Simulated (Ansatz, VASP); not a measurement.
GaN: VASP beside Ansatz

```xyz
4
Lattice="3.7596 0.0000 0.0000 0.0000 3.7596 0.0000 0.0000 0.0000 3.8190" Properties=species:S:1:pos:R:3 pbc="T T T"
Ga    0.0000    0.0000    1.9095
Ga    1.8798    1.8798    1.9095
N     1.8798    0.0000    2.5916
N     0.0000    1.8798    1.2274
```

Alike in both runs: functional PBE; k mesh 8 × 8 × 8; occupations gaussian, width 0.02 eV; no spin polarisation.

Ansatz relaxed the structure, and its values are those at the end. VASP's run is a single point on that final structure, the one shown.

|  | VASP | Ansatz |
| --- | --- | --- |
| version | VASP 6.6.1 | Ansatz 0.2.0 |
| potentials or method | VASP PAW PBE potentials, release 64 (Ga_d, N), cutoff 520 eV | scalar-relativistic, plane waves, PAW |
| valence electrons in the cell | 36 | 36 |

Ansatz gave:

* gap on the k mesh at the Fermi level (eV): 0.85
* least direct gap on the mesh (eV): 1.56
* pressure (GPa): 0.0
* rms of the force components (eV/Å): 0.004

Q: Which values does VASP return?

A: gap on the k mesh at the Fermi level (eV): 0.83; least direct gap on the mesh (eV): 1.55; pressure (GPa): 0.3; rms of the force components (eV/Å): 0.007.
